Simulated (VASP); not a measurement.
# SiC (F-43m) in VASP: settings compared

Aim: see how the results for SiC move with the level of theory and the settings. Levels: PBE, r2SCAN. Tasks: single point.

All numbers are computed with VASP 6.6.1; they aren't measurements. Logs are shortened: lines on timing, memory, paths and dates and some standing lists are left out, and cuts for length are marked.

**1. The cell of the first run**

The structure is cubic, space group F-43m (No. 216). The conventional cell has a = 4.356 Å, b = 4.356 Å, c = 4.356 Å, α = 90.00°, β = 90.00°, γ = 90.00°. Si (site symmetry -43m) has 4 C at 1.89 Å within 2.5 Å. Within 2.5 Å of C (site symmetry -43m) lie 4 Si at 1.89 Å.

**2. Single point, PBE**

Contents of INCAR:

```
SYSTEM = SiC
  PREC = Accurate
  ENCUT = 520
  EDIFF = 1E-6
  ISMEAR = 0
  SIGMA = 0.01
  LREAL = .FALSE.
  LASPH = .TRUE.
  NELM = 100
  ALGO = Normal
  ISIF = 2
  LWAVE = .FALSE.
  LCHARG = .TRUE.
  GGA = PE
  LELF = .TRUE.
  LVHAR = .TRUE.
  NBANDS = 11
```

Contents of KPOINTS:

```
Automatic mesh
0
G
  10 10 10
  0 0 0
```

Contents of POSCAR:

```
SiC
1.0
    0.0000000000      2.1780523450      2.1780523450
    2.1780523450      0.0000000000      2.1780523450
    2.1780523450      2.1780523450      0.0000000000
Si C
1 1
Direct
    0.0000000000      0.0000000000      0.0000000000
    0.2500000000      0.2500000000      0.2500000000
```

Potentials or basis: VASP PAW PBE potentials, release 64 (Si, C).

The run is started by

```
> cat potpaw_PBE.64/Si/POTCAR potpaw_PBE.64/C/POTCAR > POTCAR
> mpirun -np 1 vasp_std > vasp.out
```

OUTCAR:

```text
SYSTEM = SiC
   PREC = Accurate
   ENCUT = 520
   EDIFF = 1E-6
   ISMEAR = 0
   LREAL = .FALSE.
   LASPH = .TRUE.
   NELM = 100
   ISIF = 2
   GGA = PE

 ion  position               nearest neighbor table
   1  0.000  0.000  0.000-   2 1.89   2 1.89   2 1.89   2 1.89
   2  0.250  0.250  0.250-   1 1.89   1 1.89   1 1.89   1 1.89

  LATTYP: Found a face centered cubic cell.
 ALAT       =     4.3561046900

  Lattice vectors:

 A1 = (   0.0000000000,   2.1780523450,   2.1780523450)
 A2 = (   2.1780523450,   0.0000000000,   2.1780523450)
 A3 = (   2.1780523450,   2.1780523450,   0.0000000000)

Analysis of symmetry for initial positions (statically):
=====================================================================
 Subroutine PRICEL returns:
 Original cell was already a primitive cell.

 Routine SETGRP: Setting up the symmetry group for a
 face centered cubic supercell.

 Subroutine GETGRP returns: Found 24 space group operations
 (whereof 24 operations were pure point group operations)
 out of a pool of 48 trial point group operations.

The static configuration has the point symmetry T_d .

Analysis of symmetry for dynamics (positions and initial velocities):
=====================================================================
 Subroutine PRICEL returns:
 Original cell was already a primitive cell.

 Routine SETGRP: Setting up the symmetry group for a
 face centered cubic supercell.

 Subroutine GETGRP returns: Found 24 space group operations
 (whereof 24 operations were pure point group operations)
 out of a pool of 48 trial point group operations.

The dynamic configuration has the point symmetry T_d .

 Subroutine INISYM returns: Found 24 space group operations
 (whereof 24 operations are pure point group operations),
 and found     1 'primitive' translations

----------------------------------------------------------------------------------------

                                     Primitive cell

  volume of cell :      20.6650

  direct lattice vectors                    reciprocal lattice vectors
     0.000000000  2.178052345  2.178052345    -0.229562894  0.229562894  0.229562894
     2.178052345  0.000000000  2.178052345     0.229562894 -0.229562894  0.229562894
     2.178052345  2.178052345  0.000000000     0.229562894  0.229562894 -0.229562894

  length of vectors
     3.080231166  3.080231166  3.080231166     0.397614596  0.397614596  0.397614596

  position of ions in fractional coordinates (direct lattice)
     0.000000000  0.000000000  0.000000000
     0.250000000  0.250000000  0.250000000

  ion indices of the primitive-cell ions
   primitive index   ion index
                 1           1
                 2           2

----------------------------------------------------------------------------------------

 KPOINTS: Automatic mesh

Automatic generation of k-mesh.
 Grid dimensions read from file:
 generate k-points for:   10   10   10

 Generating k-lattice:

  Cartesian coordinates                     Fractional coordinates (reciprocal lattice)
    -0.022956289  0.022956289  0.022956289     0.100000000  0.000000000  0.000000000
     0.022956289 -0.022956289  0.022956289     0.000000000  0.100000000  0.000000000
     0.022956289  0.022956289 -0.022956289     0.000000000  0.000000000  0.100000000

  Length of vectors
     0.039761460  0.039761460  0.039761460

  Shift w.r.t. Gamma in fractional coordinates (k-lattice)
     0.000000000  0.000000000  0.000000000

 Subroutine IBZKPT returns following result:
 ===========================================

 Found     47 irreducible k-points:

 Following reciprocal coordinates:
            Coordinates               Weight
  0.000000  0.000000  0.000000      1.000000
  0.100000  0.000000  0.000000      8.000000
  0.200000  0.000000  0.000000      8.000000
  0.300000  0.000000  0.000000      8.000000
  0.400000  0.000000  0.000000      8.000000
  0.500000  0.000000  0.000000      4.000000
[... 16 lines left out ...]
  0.300000  0.300000  0.000000      6.000000
  0.400000  0.300000  0.000000     24.000000
 [... further k-points ...]
   k-points           NKPTS =     47   k-points in BZ     NKDIM =     47   number of bands    NBANDS=     11
   number of dos      NEDOS =    301   number of ions     NIONS =      2
   total plane-waves  NPLWV =  13824
   dimension x,y,z NGX =    24 NGY =   24 NGZ =   24
   dimension x,y,z NGXF=    48 NGYF=   48 NGZF=   48
   ions per type =               1   1
   NGX,Y,Z   is equivalent  to a cutoff of  12.95, 12.95, 12.95 a.u.
   NGXF,Y,Z  is equivalent  to a cutoff of  25.91, 25.91, 25.91 a.u.
 SYSTEM =  SiC
   PREC   = accura    normal or accurate (medium, high low for compatibility)
   ISTART =      0    job   : 0-new  1-cont  2-samecut
   ICHARG =      2    charge: 1-file 2-atom 10-const
   ISPIN  =      1    spin polarized calculation?
   LNONCOLLINEAR =      F non collinear calculations
   LSORBIT =      F    spin-orbit coupling
   LASPH  =      T    aspherical Exc in radial PAW
   ENCUT  =  520.0 eV  38.22 Ry    6.18 a.u.   5.73  5.73  5.73*2*pi/ulx,y,z
   NELM   =    100;   NELMIN=  2; NELMDL= -5     # of ELM steps
   EDIFF  = 0.1E-05   stopping-criterion for ELM
   LREAL  =      F    real-space projection
   EDIFFG = 0.1E-04   stopping-criterion for IOM
   NSW    =      0    number of steps for IOM
   IBRION =     -1    ionic relax: 0-MD 1-quasi-New 2-CG
   NFREE  =      0    steps in history (QN), initial steepest desc. (CG)
   ISIF   =      2    stress and relaxation
   ISYM   =      2    0-nonsym 1-usesym 2-fastsym
   POTIM  = 0.5000    time-step for ionic-motion
   TEBEG  =    0.0;   TEEND  =   0.0 temperature during run
   PSTRESS=    0.0 pullay stress
   NELECT =       8.0000    total number of electrons
   NUPDOWN=      -1.0000    fix difference up-down
   EMIN   =  10.00;   EMAX   =-10.00  energy-range for DOS
   EFERMI =   0.00;   METHOD = LEGACY
   ISMEAR =     0;   SIGMA  =   0.01  broadening in eV -4-tet -1-fermi 0-gaus
   EFERMI_NEDOS =   21; number of points for ismear=-14 and -15
   IALGO  =     38    algorithm
   IMIX   =      4    mixing-type and parameters
     AMIX     =   0.40;   BMIX     =  1.00
     AMIX_MAG =   1.60;   BMIX_MAG =  1.00
  volume/ion in A,a.u.               =      10.33        69.73
  Fermi-wavevector in a.u.,A,eV,Ry     =   1.193145  2.254717 19.369182  1.423595
  Thomas-Fermi vector in A             =   2.329166
   LORBIT       =      0    0 simple, 1 ext, 2 COOP (PROOUT), +10 PAW based schemes
   GGA     = PE    functional components
   LHFCALC =     F    Hartree Fock is set to
   AEXX    =    0.0000 exact exchange contribution
   IVDW    =     0    specifies the selected vdW correction
   LEPSILON=     F    determine dielectric tensor
   LRPA    =     F    only Hartree local field effects (RPA)
 non-spin polarized calculation
 Gauss-broadening in eV      SIGMA  =   0.01
  energy-cutoff  :      520.00
  volume of cell :       20.66
 maximum number of plane-waves:       568
   NGX = 11   NGY = 11   NGZ = 11

 number of electron       8.0000001 magnetization

 Free energy of the ion-electron system (eV)
  ---------------------------------------------------
  ext. energy  EPLUGINS =         0.00000000
  ---------------------------------------------------
  free energy    TOTEN  =       -15.05714108 eV

  energy without entropy =      -15.05714108  energy(sigma->0) =      -15.05714108

 E-fermi :   8.1867     XC(G=0): -11.3620

 val. band max:        8.1216318481   @ k =   0.0000   0.0000   0.0000
 cond. band min:       9.4772406879   @ k =   0.5000   0.5000   0.0000
 fundamental gap:      1.3556088398
 Fermi energy:         8.1867000923

 k-point     1 :       0.0000    0.0000    0.0000
  band No.  band energies     occupation
      1      -7.2919      2.00000
      2       8.1216      2.00000
      3       8.1216      2.00000
      4       8.1216      2.00000
      5      14.3708      0.00000
      6      15.4380      0.00000
      7      15.4380      0.00000
      8      15.4380      0.00000
      9      22.6358      0.00000
     10      22.6358      0.00000
     11      24.6223      0.00000

 k-point     2 :       0.1000    0.0000    0.0000
  band No.  band energies     occupation
      1      -7.0964      2.00000
      2       7.1131      2.00000
      3       7.9879      2.00000
      4       7.9879      2.00000
      5      14.6300      0.00000
      6      15.6815      0.00000
      7      15.6815      0.00000
      8      15.7144      0.00000
      9      21.6884      0.00000
     10      21.6884      0.00000
     11      24.4169      0.00000

 k-point     3 :       0.2000    0.0000    0.0000
  band No.  band energies     occupation
      1      -6.5184      2.00000
      2       4.9927      2.00000
      3       7.6811      2.00000
      4       7.6811      2.00000
      5      14.3382      0.00000
      6      16.0405      0.00000
      7      16.0405      0.00000
      8      16.9170      0.00000
      9      21.0244      0.00000
     10      21.0244      0.00000
     11      23.5279      0.00000

 k-point     4 :       0.3000    0.0000    0.0000
  band No.  band energies     occupation
      1      -5.5936      2.00000
      2       2.6788      2.00000
      3       7.3650      2.00000
      4       7.3650      2.00000
      5      13.9289      0.00000
      6      15.9011      0.00000
      7      15.9011      0.00000
      8      17.8881      0.00000
      9      21.8477      0.00000
     10      21.8477      0.00000
     11      23.2658      0.00000
[... 239 lines left out ...]
 k-point    22 :      -0.2000    0.2000    0.0000
  band No.  band energies     occupation
      1      -5.2832      2.00000
      2       3.3196      2.00000
      3       4.9026      2.00000
      4       7.4745      2.00000
      5      14.6906      0.00000
      6      16.1394      0.00000
      7      16.5086      0.00000
      8      17.2931      0.00000
      9      19.6547      0.00000
     10      23.5593      0.00000
     11      27.2940      0.00000

 k-point    23 :       0.3000    0.3000    0.0000
  band No.  band energies     occupation
      1      -5.0172      2.00000
      2       3.7634      2.00000
      3       5.7576      2.00000
      4       5.7576      2.00000
      5      11.2918      0.00000
      6      13.7397      0.00000
      7      19.6688      0.00000
      8      19.6688      0.00000
      9      20.5505      0.00000
     10      25.2229      0.00000
     11      29.8195      0.00000

 k-point    24 :       0.4000    0.3000    0.0000
  band No.  band energies     occupation
      1      -4.1474      2.00000
      2       2.5402      2.00000
      3       4.9679      2.00000
      4       5.4951      2.00000
      5      10.9923      0.00000
      6      13.7515      0.00000
      7      19.7578      0.00000
      8      20.0664      0.00000
      9      21.9059      0.00000
     10      26.2108      0.00000
     11      29.4018      0.00000

 [... further k-points ...]
[... 5 lines left out ...]
  --------------------------------------------------------------------------------------
  -------------------------------------------------------------------------------------
  Total        0.4524236      0.4524236      0.4524236      0.0000000     -0.0000000     -0.0000000
  in kB       35.0768737     35.0768737     35.0768737      0.0000000     -0.0000000     -0.0000000
  external PRESSURE =      35.0768737 kB  Pullay stress =       0.0000000 kB

 VOLUME and BASIS-vectors are now :
 -----------------------------------------------------------------------------
  energy-cutoff  :      520.00
  volume of cell :       20.66
      direct lattice vectors                 reciprocal lattice vectors
     0.000000000  2.178052345  2.178052345    -0.229562894  0.229562894  0.229562894
     2.178052345  0.000000000  2.178052345     0.229562894 -0.229562894  0.229562894
     2.178052345  2.178052345  0.000000000     0.229562894  0.229562894 -0.229562894

 POSITION                                       TOTAL-FORCE (eV/Angst)
 -----------------------------------------------------------------------------------
      0.00000      0.00000      0.00000         0.000000      0.000000      0.000000
      1.08903      1.08903      1.08903        -0.000000     -0.000000     -0.000000
 -----------------------------------------------------------------------------------
    total drift:                                0.000000      0.000000      0.000000

  FREE ENERGIE OF THE ION-ELECTRON SYSTEM (eV)
  ---------------------------------------------------
  free  energy   TOTEN  =       -15.0571410824 eV

  energy  without entropy=      -15.0571410824  energy(sigma->0) =      -15.05714108
```

Run time: 13 s. Hardware: 1 thread of Intel Xeon 8259CL, shared host; peak memory 0.14 GiB.

Results:

- Free energy: -15.0571 eV
- Pressure: 3.5 GPa
- Band gap on the k mesh: 1.36 eV, indirect (least direct gap 4.54 eV)

**3. Single point, r2SCAN (volume changed by -6%)**

Contents of POSCAR:

```
SiC
1.0
    0.0000000000      2.1335898212      2.1335898212
    2.1335898212      0.0000000000      2.1335898212
    2.1335898212      2.1335898212      0.0000000000
Si C
1 1
Direct
    0.0000000000      0.0000000000      0.0000000000
    0.2500000000      0.2500000000      0.2500000000
```

Contents of INCAR.step1:

```
SYSTEM = SiC
PREC = Accurate
ENCUT = 520
ISMEAR = 0
SIGMA = 0.01
LREAL = .FALSE.
LASPH = .TRUE.
NELM = 80
NBANDS = 11
GGA = PE
ALGO = Normal
EDIFF = 1E-4
LWAVE = .TRUE.
LCHARG = .FALSE.
```

Contents of INCAR.step2:

```
SYSTEM = SiC
PREC = Accurate
ENCUT = 520
EDIFF = 1E-6
ISMEAR = 0
SIGMA = 0.01
LREAL = .FALSE.
LASPH = .TRUE.
NELM = 80
ALGO = Normal
ISIF = 2
LWAVE = .FALSE.
LCHARG = .FALSE.
METAGGA = R2SCAN
LMIXTAU = .TRUE.
NBANDS = 11
ISTART = 1
```

Contents of KPOINTS:

```
Automatic mesh
0
G
  8 8 8
  0 0 0
```

Potentials or basis: VASP PAW PBE potentials, release 64 (Si, C).

The run is started by

```
> cat potpaw_PBE.64/Si/POTCAR potpaw_PBE.64/C/POTCAR > POTCAR
> cp INCAR.step1 INCAR
> mpirun -np 1 vasp_std > vasp.out
> cp INCAR.step2 INCAR
> mpirun -np 1 vasp_std > vasp.out
```

Wall time 44 s (1 thread of Intel Xeon 8259CL, shared host); peak memory 0.14 GiB.

Results (log left out):

* Free energy: -19.2686 eV
* Pressure: 15.6 GPa
* Band gap on the k mesh: 1.68 eV, indirect (least direct gap 5.14 eV)

Levels at points of the mesh, in eV from the valence-band top:
```tsv
k point	band 1	band 2	band 3	band 4	band 5	band 6	band 7	band 8
(0.00, 0.00, 0.00)	-16.69	0.00	0.00	0.00	7.63	8.34	8.34	8.34
(0.50, 0.00, 0.00)	-12.83	-9.17	-1.12	-1.12	6.62	8.03	8.03	11.34
(0.50, 0.50, 0.00)	-11.29	-8.26	-3.46	-3.46	1.68	5.08	15.93	15.93
```

Caveat: the PAW data sets were made with another functional, which shifts forces and pressure a little. A k mesh can miss the band edges.

**4. Single point, r2SCAN**

Contents of POSCAR:

```
SiC
1.0
    0.0000000000      2.1780523450      2.1780523450
    2.1780523450      0.0000000000      2.1780523450
    2.1780523450      2.1780523450      0.0000000000
Si C
1 1
Direct
    0.0000000000      0.0000000000      0.0000000000
    0.2500000000      0.2500000000      0.2500000000
```

Contents of INCAR.step1:

```
SYSTEM = SiC
PREC = Accurate
ENCUT = 520
ISMEAR = 0
SIGMA = 0.01
LREAL = .False.
LASPH = .True.
NELM = 60
NBANDS = 11
GGA = PE
ALGO = Normal
EDIFF = 1E-4
LWAVE = .True.
LCHARG = .False.
```

Contents of INCAR.step2:

```
SYSTEM = SiC
PREC = Accurate
ENCUT = 520
EDIFF = 1E-6
ISMEAR = 0
SIGMA = 0.01
LREAL = .False.
LASPH = .True.
NELM = 60
ALGO = Normal
ISIF = 2
LWAVE = .False.
LCHARG = .False.
METAGGA = R2SCAN
LMIXTAU = .True.
NBANDS = 11
ISTART = 1
```

Contents of KPOINTS:

```
Automatic mesh
0
Gamma
  8 8 8
  0 0 0
```

Potentials or basis: VASP PAW PBE potentials, release 64 (Si, C).

The run is started by

```
> cat potpaw_PBE.64/Si/POTCAR potpaw_PBE.64/C/POTCAR > POTCAR
> cp INCAR.step1 INCAR
> mpirun -np 1 vasp_std > vasp.out
> cp INCAR.step2 INCAR
> mpirun -np 1 vasp_std > vasp.out
```

OUTCAR:

```text
SYSTEM = SiC
   PREC = Accurate
   ENCUT = 520
   EDIFF = 1E-6
   ISMEAR = 0
   LREAL = .False.
   LASPH = .True.
   NELM = 60
   ISIF = 2
   METAGGA = R2SCAN
   ISTART = 1

 ion  position               nearest neighbor table
   1  0.000  0.000  0.000-   2 1.89   2 1.89   2 1.89   2 1.89
   2  0.250  0.250  0.250-   1 1.89   1 1.89   1 1.89   1 1.89

  LATTYP: Found a face centered cubic cell.
 ALAT       =     4.3561046900

  Lattice vectors:

 A1 = (   0.0000000000,   2.1780523450,   2.1780523450)
 A2 = (   2.1780523450,   0.0000000000,   2.1780523450)
 A3 = (   2.1780523450,   2.1780523450,   0.0000000000)
[... 513 lines left out ...]
      8      19.8641      0.00000
      9      22.3492      0.00000
     10      25.2648      0.00000
     11      28.5549      0.00000

 [... further k-points ...]
[... 5 lines left out ...]
  --------------------------------------------------------------------------------------
  -------------------------------------------------------------------------------------
  Total       -0.0186232     -0.0186232     -0.0186232     -0.0000000      0.0000000     -0.0000000
  in kB       -1.4438755     -1.4438755     -1.4438755     -0.0000000      0.0000000     -0.0000000
  external PRESSURE =      -1.4438755 kB  Pullay stress =       0.0000000 kB

 VOLUME and BASIS-vectors are now :
 -----------------------------------------------------------------------------
  energy-cutoff  :      520.00
  volume of cell :       20.66
      direct lattice vectors                 reciprocal lattice vectors
     0.000000000  2.178052345  2.178052345    -0.229562894  0.229562894  0.229562894
     2.178052345  0.000000000  2.178052345     0.229562894 -0.229562894  0.229562894
     2.178052345  2.178052345  0.000000000     0.229562894  0.229562894 -0.229562894

 POSITION                                       TOTAL-FORCE (eV/Angst)
 -----------------------------------------------------------------------------------
      0.00000      0.00000      0.00000         0.000000      0.000000      0.000000
      1.08903      1.08903      1.08903        -0.000000     -0.000000     -0.000000
 -----------------------------------------------------------------------------------
    total drift:                               -0.000001     -0.000001     -0.000001

  FREE ENERGIE OF THE ION-ELECTRON SYSTEM (eV)
  ---------------------------------------------------
  free  energy   TOTEN  =       -19.3260618407 eV

  energy  without entropy=      -19.3260618407  energy(sigma->0) =      -19.32606184
```

It took 46 s on 1 thread of Intel Xeon 8259CL, shared host; peak memory 0.14 GiB.

Results:

- Free energy: -19.3261 eV
- Pressure: -0.1 GPa
- Band gap on the k mesh: 1.72 eV, indirect (least direct gap 5.06 eV)

Caveat: the PAW data sets were made with another functional, which shifts forces and pressure a little.

[end of part 1 of 2]
